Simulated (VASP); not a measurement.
Here is a VASP 6.6.1 calculation.

File INCAR:

```
PREC = Accurate ; ENCUT = 520
EDIFF = 1E-7 ; ISMEAR = 0
SIGMA = 0.15 ; LREAL = F
LASPH = T ; NELM = 60
ALGO = Fast ; ISIF = 2
LWAVE = F ; LCHARG = T
GGA = PE ; LELF = T
LVHAR = T ; NBANDS = 18
```

File KPOINTS:

```
Automatic mesh
0
Gamma
  16 16 16
```

File POSCAR:

```
TiAl3
1.0
   -2.0425044721      2.0425044721      4.2271672554
    2.0425044721     -2.0425044721      4.2271672554
    2.0425044721      2.0425044721     -4.2271672554
Ti Al
1 3
Direct
    0.0000000000      0.0000000000      0.0000000000
    0.5000000000      0.5000000000      0.0000000000
    0.7500000000      0.2500000000      0.5000000000
    0.2500000000      0.7500000000      0.5000000000
```

Potentials or basis: VASP PAW PBE potentials, release 64 (Ti_sv, Al).

The run is started by

```sh
$ cat potpaw_PBE.64/Ti_sv/POTCAR potpaw_PBE.64/Al/POTCAR > POTCAR
$ mpirun -np 1 vasp_std > vasp.out
```

**Question.** What does it give for the band gap on the k mesh?

**Answer.** Zero (an odd number of electrons rules out a gap without spin polarisation).

**Question.** Predict the pressure.

**Answer.** -8.5 GPa.

Stress tensor (GPa, compression positive):
```
-11.99   0.00   0.00
  0.00 -11.99   0.00
  0.00   0.00  -1.57
```

Caveat: the stress differs along the axes, from -12 to -2 GPa.
